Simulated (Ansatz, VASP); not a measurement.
Mg3CdTe4 in VASP and in Ansatz

```
Mg Cd Te
1.0
     4.62522    0.00000    0.00000
     0.00000    4.62522    0.00000
     0.00000    0.00000   12.94169
Mg Cd Te
3 1 4
Cartesian
  0.0000 0.0000 0.0000
  2.3126 2.3126 3.2086
  2.3126 2.3126 9.7331
  0.0000 0.0000 6.4708
  2.3126 0.0000 4.8003
  0.0000 2.3126 8.1414
  2.3126 0.0000 11.3372
  0.0000 2.3126 1.6045
```

Alike in both runs: functional PBE; k mesh 4 × 4 × 2; occupations gaussian, width 0.1 eV; no spin polarisation.

Ansatz relaxed the structure, and its values are those at the end. VASP's run is a single point on that final structure, the one shown.

|  | VASP | Ansatz |
| --- | --- | --- |
| version | VASP 6.6.1 | Ansatz 0.2.0 |
| potentials or method | VASP PAW PBE potentials, release 64 (Mg, Cd, Te), cutoff 520 eV | scalar-relativistic, plane waves, PAW |
| valence electrons in the cell | 42 | 114 |

|  | VASP | Ansatz | Ansatz less VASP |
| --- | --- | --- | --- |
| gap on the k mesh at the Fermi level (eV) | 1.81 | 1.81 | +0.006 |
| least direct gap on the mesh (eV) | 1.81 | 1.81 | +0.006 |
| pressure (GPa) | 0.4 | 0.3 | -0.02 |
| rms of the force components (eV/Å) | 0.009 | 0.004 | -0.0049 |

The functional is the same, so the differences come from potentials, cutoffs and numerics. VASP's potentials hold 42 valence electrons a cell and Ansatz's 114, so a difference there can come from the potentials and not from the codes.

Spin-orbit coupling is off throughout.
